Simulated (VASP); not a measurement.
BeBi:

```
Be Bi
1.0
     0.00000    3.45436    3.45436
     3.45436    0.00000    3.45436
     3.45436    3.45436    0.00000
Be Bi
2 2
Cartesian
  3.4544 3.4544 3.4544
  5.1815 5.1815 5.1815
  0.0000 0.0000 0.0000
  1.7272 1.7272 1.7272
```

| Property | Result |
| --- | --- |
| Program | VASP 6.6.1 |
| Task | relaxation of cell and atoms |
| Functional | PBE |
| Potentials or basis | VASP PAW PBE potentials, release 64 (Be, Bi_d) |
| Cutoff | 600 eV |
| k mesh | 4 × 4 × 4 |
| Occupations | gaussian, width 0.1 eV |
| Spin | no spin polarisation |

At the start: pressure 8.6 GPa; volume 20.61 Å³/atom.

Where does the relaxation end?

Over 3 steps the energy falls by 63.6 meV/atom and the volume is 23.23 Å³/atom (+12.7 %); space group Fd-3m (No. 227, to 0.05 Å).

The path:
```
step  energy change (eV)  largest force (eV/Å)  pressure (GPa)  volume (Å³)
   1              0.0000                0.0000            8.60        82.44
   2             -0.2350                0.0000           -1.81        96.35
   3             -0.2546                0.0000            0.04        92.93
```

Final structure:
```
Be Bi
1.0
     0.00000    3.59504    3.59504
     3.59504    0.00000    3.59504
     3.59504    3.59504    0.00000
Be Bi
2 2
Cartesian
  3.5950 3.5950 3.5950
  5.3926 5.3926 5.3926
  0.0000 0.0000 0.0000
  1.7975 1.7975 1.7975
```

Caveat: the k points lie up to 0.38 Å⁻¹ apart in the final cell.
